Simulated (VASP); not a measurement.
# F (Pm-3m) in VASP: single point with PBE

Aim: the single point of F with PBE.

Program: VASP 6.6.1. These are calculated values, not measurements. Logs are shortened: lines on timing, memory, paths and dates and some standing lists are left out, and cuts for length are marked.

### Step 1. The cell of the first run

The structure is cubic, space group Pm-3m (No. 221). The conventional cell has a = 2.205 Å, b = 2.205 Å, c = 2.205 Å, α = 90.00°, β = 90.00°, γ = 90.00°. F (site symmetry m-3m) has 6 F at 2.21 Å within 2.9 Å.

### Step 2. Single point, PBE

File INCAR:

```
  PREC = Accurate
  ENCUT = 520
  EDIFF = 1E-7
  ISMEAR = -1
  SIGMA = 0.13605693000000002
  LREAL = False
  LASPH = True
  NELM = 100
  ALGO = Normal
  ISIF = 2
  LWAVE = False
  LCHARG = False
  GGA = PE
  NBANDS = 10
```

File KPOINTS:

```
Automatic mesh
0
Gamma
  15 15 15
```

File POSCAR:

```
F
1.0
    2.2054273711      0.0000000000      0.0000000000
    0.0000000000      2.2054273711      0.0000000000
    0.0000000000      0.0000000000      2.2054273711
F
1
Direct
    0.0000000000      0.0000000000      0.0000000000
```

Potentials or basis: VASP PAW PBE potentials, release 64 (F).

Run with:

```sh
> cat potpaw_PBE.64/F/POTCAR > POTCAR
> mpirun -np 1 vasp_std > vasp.out
```

OUTCAR:

```text
PREC = Accurate
   ENCUT = 520
   EDIFF = 1E-7
   ISMEAR = -1
   LREAL = False
   LASPH = True
   NELM = 100
   ISIF = 2
   GGA = PE

 ion  position               nearest neighbor table
   1  0.000  0.000  0.000-

  LATTYP: Found a simple cubic cell.
 ALAT       =     2.2054273711

  Lattice vectors:

 A1 = (   2.2054273711,   0.0000000000,   0.0000000000)
 A2 = (   0.0000000000,   2.2054273711,   0.0000000000)
 A3 = (   0.0000000000,   0.0000000000,   2.2054273711)

Analysis of symmetry for initial positions (statically):
=====================================================================
 Subroutine PRICEL returns:
 Original cell was already a primitive cell.

 Routine SETGRP: Setting up the symmetry group for a
 simple cubic supercell.

 Subroutine GETGRP returns: Found 48 space group operations
 (whereof 48 operations were pure point group operations)
 out of a pool of 48 trial point group operations.

The static configuration has the point symmetry O_h .

Analysis of symmetry for dynamics (positions and initial velocities):
=====================================================================
 Subroutine PRICEL returns:
 Original cell was already a primitive cell.

 Routine SETGRP: Setting up the symmetry group for a
 simple cubic supercell.

 Subroutine GETGRP returns: Found 48 space group operations
 (whereof 48 operations were pure point group operations)
 out of a pool of 48 trial point group operations.

The dynamic configuration has the point symmetry O_h .

 Subroutine INISYM returns: Found 48 space group operations
 (whereof 48 operations are pure point group operations),
 and found     1 'primitive' translations

----------------------------------------------------------------------------------------

                                     Primitive cell

  volume of cell :      10.7270

  direct lattice vectors                    reciprocal lattice vectors
     2.205427371  0.000000000  0.000000000     0.453426856  0.000000000  0.000000000
     0.000000000  2.205427371  0.000000000     0.000000000  0.453426856  0.000000000
     0.000000000  0.000000000  2.205427371     0.000000000  0.000000000  0.453426856

  length of vectors
     2.205427371  2.205427371  2.205427371     0.453426856  0.453426856  0.453426856

  position of ions in fractional coordinates (direct lattice)
[... 77 lines left out ...]
   EDIFF  = 0.1E-06   stopping-criterion for ELM
   LREAL  =      F    real-space projection
   EDIFFG = 0.1E-05   stopping-criterion for IOM
   NSW    =      0    number of steps for IOM
   IBRION =     -1    ionic relax: 0-MD 1-quasi-New 2-CG
   NFREE  =      0    steps in history (QN), initial steepest desc. (CG)
   ISIF   =      2    stress and relaxation
   ISYM   =      2    0-nonsym 1-usesym 2-fastsym
   POTIM  = 0.5000    time-step for ionic-motion
   TEBEG  =    0.0;   TEEND  =   0.0 temperature during run
   PSTRESS=    0.0 pullay stress
   NELECT =       7.0000    total number of electrons
   NUPDOWN=      -1.0000    fix difference up-down
   EMIN   =  10.00;   EMAX   =-10.00  energy-range for DOS
   EFERMI =   0.00;   METHOD = LEGACY
   ISMEAR =    -1;   SIGMA  =   0.14  broadening in eV -4-tet -1-fermi 0-gaus
   EFERMI_NEDOS =   21; number of points for ismear=-14 and -15
   IALGO  =     38    algorithm
   IMIX   =      4    mixing-type and parameters
     AMIX     =   0.40;   BMIX     =  1.00
     AMIX_MAG =   1.60;   BMIX_MAG =  1.00
  volume/ion in A,a.u.               =      10.73        72.39
  Fermi-wavevector in a.u.,A,eV,Ry     =   1.419977  2.683368 27.433912  2.016336
  Thomas-Fermi vector in A             =   2.540941
   LORBIT       =      0    0 simple, 1 ext, 2 COOP (PROOUT), +10 PAW based schemes
   GGA     = PE    functional components
   LHFCALC =     F    Hartree Fock is set to
   AEXX    =    0.0000 exact exchange contribution
   IVDW    =     0    specifies the selected vdW correction
   LEPSILON=     F    determine dielectric tensor
   LRPA    =     F    only Hartree local field effects (RPA)
 non-spin polarized calculation
  energy-cutoff  :      520.00
  volume of cell :       10.73
 maximum number of plane-waves:       298
   NGX =  9   NGY =  9   NGZ =  9

 number of electron       7.0000007 magnetization

 Free energy of the ion-electron system (eV)
  ---------------------------------------------------
  ext. energy  EPLUGINS =         0.00000000
  ---------------------------------------------------
  free energy    TOTEN  =        -1.09566173 eV

  energy without entropy =       -0.99196474  energy(sigma->0) =       -1.04381323

 E-fermi :  -3.4047     XC(G=0):  -9.8165

 val. band max:       -3.4053663466   @ k =   0.2000   0.2000   0.0667
 cond. band min:      -3.3897286343   @ k =   0.4667   0.3333   0.1333
 fundamental gap:      0.0156377124
 Fermi energy:        -3.4046567837

 k-point     1 :       0.0000    0.0000    0.0000
  band No.  band energies     occupation
      1     -25.6299      2.00000
      2      -3.4979      1.32987
      3      -3.4979      1.32987
      4      -3.4979      1.32987
      5       9.0296      0.00000
      6      24.9216      0.00000
      7      24.9216      0.00000
      8      36.2110      0.00000
      9      36.2110      0.00000
     10      36.2110      0.00000
[... 287 lines left out ...]
 k-point    24 :       0.3333    0.2000    0.0000
  band No.  band energies     occupation
      1     -24.4165      2.00000
      2      -6.6696      2.00000
      3      -4.6249      1.99975
      4      -3.0506      0.13795
      5      13.3909      0.00000
      6      21.4796      0.00000
      7      25.6760      0.00000
      8      31.7117      0.00000
      9      35.0607      0.00000
     10      40.1057      0.00000

 [... further k-points ...]

------------------------ aborting loop because EDIFF is reached ----------------------------------------

  FORCE on cell =-STRESS in cart. coord.  units (eV):
  Direction    XX          YY          ZZ          XY          YZ          ZX
  --------------------------------------------------------------------------------------
  -------------------------------------------------------------------------------------
  Total       -0.0642837     -0.0642837     -0.0642837      0.0000000      0.0000000      0.0000000
  in kB       -9.6013718     -9.6013718     -9.6013718      0.0000000      0.0000000      0.0000000
  external PRESSURE =      -9.6013718 kB  Pullay stress =       0.0000000 kB

 VOLUME and BASIS-vectors are now :
 -----------------------------------------------------------------------------
  energy-cutoff  :      520.00
  volume of cell :       10.73
      direct lattice vectors                 reciprocal lattice vectors
     2.205427371  0.000000000  0.000000000     0.453426856  0.000000000  0.000000000
     0.000000000  2.205427371  0.000000000     0.000000000  0.453426856  0.000000000
     0.000000000  0.000000000  2.205427371     0.000000000  0.000000000  0.453426856

 POSITION                                       TOTAL-FORCE (eV/Angst)
 -----------------------------------------------------------------------------------
      0.00000      0.00000      0.00000         0.000000      0.000000      0.000000
 -----------------------------------------------------------------------------------
    total drift:                                0.000000      0.000000      0.000000

  FREE ENERGIE OF THE ION-ELECTRON SYSTEM (eV)
  ---------------------------------------------------
  free  energy   TOTEN  =        -1.0956617306 eV

  energy  without entropy=       -0.9919647361  energy(sigma->0) =       -1.04381323
```

stdout:

```text
POSCAR found type information on POSCAR F
 POSCAR found :  1 types and       1 ions
 scaLAPACK will be used
 LDA part: xc-table for (Slater+PW92), standard interpolation
 POSCAR, INCAR and KPOINTS ok, starting setup
 FFT: planning ... GRIDC
 FFT: planning ... GRID_SOFT
 FFT: planning ... GRID
 WAVECAR not read
 entering main loop
```

Run time: 8.2 s. Hardware: 1 thread of AMD EPYC 7R43 (Zen 3), shared host; peak memory 0.08 GiB.

Results:

* Free energy: -1.0957 eV
* Pressure: -1.0 GPa

Levels at points of the mesh, in eV from the Fermi level:
```tsv
k point	band 1	band 2	band 3	band 4	band 5	band 6	band 7	band 8	band 9
(0.00, 0.00, 0.00)	-22.23	-0.09	-0.09	-0.09	12.43	28.33	28.33	39.62	39.62
```

Caveat: an odd number of electrons without spin polarisation forces a metal; a magnetic or distorted state may lie lower.
